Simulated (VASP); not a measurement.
Wanted: the native input for a VASP 6.6.1 run.

- Task: single point
- Functional: PBE
- Potentials or basis: VASP PAW PBE potentials, release 64 (Te, Sb, Ge_d)
- Cutoff: 520 eV
- k mesh: 4 × 4 × 3
- Occupations: fermi-dirac, width 0.05 eV
- Spin: no spin polarisation
- Dipole correction: no
- Further INCAR settings: ALGO = Normal; EDIFF = 1e-06; NBANDS = 44

The structure of Ge2Sb2Te5 lies in POSCAR:

```
Ge2Sb2Te5
1.0
    6.7778158800     -2.9292232800      0.0000000000
    6.9004561200      3.2027887200      0.0000000000
   -6.8309770000     -0.1366195400      6.8476090000
Te Sb Ge
5 2 2
Direct
    0.5947020000      0.5947020000      0.3864330000
    0.7952880000      0.7952880000      0.1961120000
    0.0083240000      0.0083240000      0.0064350000
    0.2065190000      0.2065190000      0.8098030000
    0.3999590000      0.3999590000      0.5971180000
    0.9017080000      0.9017080000      0.5878730000
    0.1118700000      0.1118700000      0.4173520000
    0.2842870000      0.2842870000      0.1878300000
    0.4973430000      0.4973430000      0.0110440000
```

The input as run:

INCAR

```
PREC = Accurate
ENCUT = 520
EDIFF = 1E-6
ISMEAR = -1
SIGMA = 0.05
LREAL = F
LASPH = T
NELM = 80
ALGO = Normal
ISIF = 2
LWAVE = F
LCHARG = F
GGA = PE
NBANDS = 44
```

KPOINTS

```
Automatic mesh
0
Gamma
  4 4 3
```

Potentials or basis: VASP PAW PBE potentials, release 64 (Te, Sb, Ge_d).

Launch:

```console
$ cat potpaw_PBE.64/Te/POTCAR potpaw_PBE.64/Sb/POTCAR potpaw_PBE.64/Ge_d/POTCAR > POTCAR
$ mpirun -np 1 vasp_std > vasp.out
```

Results of the run:

```yaml
Pressure: -0.2 GPa
Largest_force: 0.153 eV/Å
Band_gap_on_the_k_mesh: zero (bands 34 and 35 overlap by 0.05 eV)
```

Caveat: spin-orbit coupling is left out, which moves the levels of the heavy elements.

It took 9.1 min on 1 thread of Intel(R) Xeon(R) Platinum 8259CL CPU @ 2.50GHz (Skylake/Cascade Lake) (shared host), peak memory 0.71 GiB.
